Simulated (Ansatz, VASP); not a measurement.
**Ca: VASP beside Ansatz**

File INCAR:

```
SYSTEM = Ca
PREC = Accurate
ENCUT = 520
EDIFF = 1E-7
ISMEAR = 0
SIGMA = 0.15
LREAL = .False.
LASPH = .True.
NELM = 60
ALGO = Fast
ISIF = 2
LWAVE = .False.
LCHARG = .True.
LELF = .True.
LVHAR = .True.
NBANDS = 17
```

Contents of KPOINTS:

```
Automatic mesh
0
Gamma
  15 15 8
  0 0 0
```

Contents of POSCAR:

```
Ca
1.0
    4.0993995062      0.0000000000      0.0000000000
   -2.0496997531      3.5501841127      0.0000000000
    0.0000000000      0.0000000000      6.7156000000
Ca
2
Direct
    0.3333333333      0.6666666667      0.2500000000
    0.6666666667      0.3333333333      0.7500000000
```

Input for Ansatz:

```yaml
crystal:
  lattice:
    - [4.0993995062, 0.0, 0.0]
    - [-2.0496997531, 3.5501841127, 0.0]
    - [0.0, 0.0, 6.7156]
  atoms:
    - { symbol: Ca, position: [0.3333333333, 0.6666666667, 0.25] }
    - { symbol: Ca, position: [0.6666666667, 0.3333333333, 0.75] }
basis:
  ecutwfc: 420
kpoints:
  mp_grid: { grid: [15, 15, 8] }
hamiltonian:
  xc: lda
scf:
  occupations: { method: gaussian, width: 0.15 }
output:
  forces: true
  stress: true
  eigenvalues: true
```

Change from the starting cell: strain +0.030 along x and y, +0.030 along z, atoms carried along.

Alike in both runs: task single point; functional LDA; k mesh 15 × 15 × 8; occupations gaussian, width 0.15 eV; no spin polarisation.

|  | VASP | Ansatz |
| --- | --- | --- |
| version | VASP 6.6.1 | Ansatz 0.2.0 |
| potentials or method | VASP PAW LDA potentials, release 64 (Ca_sv), cutoff 520 eV | scalar-relativistic, plane waves, PAW |
| valence electrons in the cell | 20 | 20 |

|  | VASP | Ansatz | Ansatz less VASP |
| --- | --- | --- | --- |
| gap on the k mesh at the Fermi level (eV) | none | none | - |
| pressure (GPa) | -3.2 | -3.2 | 0.00 |

LDA's correlation is that of Perdew and Zunger in VASP and of Perdew and Wang (1992) in Ansatz. A gap of «none» marks a metal or a gap that the smearing closes.
